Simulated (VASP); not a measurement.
Here is a VASP 6.6.1 calculation.

Contents of INCAR:

```
ALGO = Normal
EDIFF = 1E-6
ENCUT = 520
GGA = PE
ISIF = 2
ISMEAR = 0
LASPH = T
LCHARG = F
LREAL = F
LWAVE = F
NBANDS = 46
NELM = 80
PREC = Accurate
SIGMA = 0.05
```

Contents of KPOINTS:

```
k-points
0
Gamma
  9 9 4
```

Contents of POSCAR:

```
ZnS
1.0
    3.5209448620      0.0000000000      0.0000000000
   -1.7604724310      3.0492276958      0.0000000000
    0.0000000000      0.0000000000     13.8239337171
Zn S
4 4
Direct
    0.0000000000      0.0000000000      0.0000492057
    0.0000000000      0.0000000000      0.5000492057
    0.3333333333      0.6666666667      0.2500242903
    0.6666666667      0.3333333333      0.7500242903
    0.0000000000      0.0000000000      0.1872905901
    0.0000000000      0.0000000000      0.6872905901
    0.3333333333      0.6666666667      0.4376359138
    0.6666666667      0.3333333333      0.9376359138
```

Potentials or basis: VASP PAW PBE potentials, release 64 (Zn, S).

Command:

```console
$ cat potpaw_PBE.64/Zn/POTCAR potpaw_PBE.64/S/POTCAR > POTCAR
$ mpirun -np 1 vasp_std > vasp.out
```

Q: Predict the pressure.

A: 11.3 GPa.

Q: Estimate the largest force.

A: 0.987 eV/Å.

Q: Estimate the band gap on the k mesh.

A: 1.35 eV, direct.

Stress tensor (GPa, compression positive):
```
19.66  0.00  0.00
 0.00 19.66  0.00
 0.00  0.00 -5.50
```

 A k mesh can miss the band edges.
